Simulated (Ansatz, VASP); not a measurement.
## Tl: VASP beside Ansatz

```
CELL_PARAMETERS angstrom
3.61243 0.00000 0.00000
-1.80621 3.12846 0.00000
0.00000 0.00000 23.34790
ATOMIC_POSITIONS crystal
Tl 0.33333 0.66667 0.32579
Tl 0.66667 0.33333 0.44372
Tl 0.33333 0.66667 0.55628
Tl 0.66667 0.33333 0.67421
```

Alike in both runs: functional PBE; k mesh 12 × 12 × 1; occupations gaussian, width 0.1 eV; no spin polarisation.

Ansatz relaxed the structure, and its values are those at the end. VASP's run is a single point on that final structure, the one shown.

|  | VASP | Ansatz |
| --- | --- | --- |
| version | VASP 6.6.1 | Ansatz 0.2.0 |
| potentials or method | VASP PAW PBE potentials, release 64 (Tl_d), cutoff 520 eV | scalar-relativistic, plane waves, PAW |
| valence electrons in the cell | 52 | 52 |

|  | VASP | Ansatz | Ansatz less VASP |
| --- | --- | --- | --- |
| gap on the k mesh at the Fermi level (eV) | none | none | - |
| rms of the force components (eV/Å) | 0.004 | 0.004 | -0.0005 |
| work function, face that differs most (eV) | 3.47 | 3.47 | +0.003 |

A gap of «none» marks a metal or a gap that the smearing closes. The functional is the same, so the differences come from potentials, cutoffs and numerics.

Spin-orbit coupling is off throughout.
